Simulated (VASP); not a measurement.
Write the native input for VASP 6.6.1 that does the following.

```yaml
Task: single point
Functional: PBEsol
Potentials_or_basis: VASP PAW PBE potentials, release 64 (Ta_sv_GW, N)
Cutoff: 700 eV
k_mesh: 18 × 18 × 18
Occupations: gaussian, width 0.15 eV
Spin: no spin polarisation
Dipole_correction: no
Further_INCAR_settings: ALGO = Normal; EDIFF = 1e-06; NBANDS = 16
```

The structure of TaN lies in POSCAR:

```
TaN
1.0
    0.0000000000      2.1790000000      2.1790000000
    2.1790000000      0.0000000000      2.1790000000
    2.1790000000      2.1790000000      0.0000000000
Ta N
1 1
Direct
    0.4770536944      0.4770536944      0.5229463056
    0.0000000000      0.0000000000      0.0000000000
```

This cell differs from its parent crystal: all Ta atoms moved -0.100 Å, as atom 1 along Cartesian [0 0 1].

The input as run:

INCAR

```
ALGO     = Normal         # electronic algorithm
EDIFF    = 1E-6           # SCF threshold, eV
ENCUT    = 700            # plane-wave cutoff, eV
GGA      = PS             # functional
GGA_COMPAT= F            
ISIF     = 2              # what is computed and relaxed
ISMEAR   = 0              # smearing method
LASPH    = T              # aspherical terms in the spheres
LCHARG   = F              # write CHGCAR
LREAL    = F              # projectors in reciprocal space
LWAVE    = F              # write WAVECAR
NBANDS   = 16             # bands
NELM     = 120            # most SCF steps
PREC     = Accurate       # precision mode
SIGMA    = 0.15           # smearing width, eV
```

KPOINTS

```
k-points
0
Gamma
  18 18 18
```

Potentials or basis: VASP PAW PBE potentials, release 64 (Ta_sv_GW, N).

The run is started by

```sh
$ cat potpaw_PBE.64/Ta_sv_GW/POTCAR potpaw_PBE.64/N/POTCAR > POTCAR
$ mpirun -np 1 vasp_std > vasp.out
```

It gave:

```
Pressure               : 6.3 GPa
Largest force          : 0.952 eV/Å
Band gap on the k mesh : zero (bands 9 and 10 overlap by 3.87 eV)
```

Caveat: the cell differs from its parent crystal (all Ta atoms moved -0.100 Å, as atom 1 along Cartesian [0 0 1]); the stress differs along the axes, from 5 to 10 GPa; the PAW data sets were made with another functional, which shifts forces and pressure a little; spin-orbit coupling is left out, which moves the levels of the heavy elements.

Run time: 100 s on 1 thread of Intel(R) Xeon(R) 6975P-C (Granite Rapids) (shared host), peak memory 0.39 GiB.
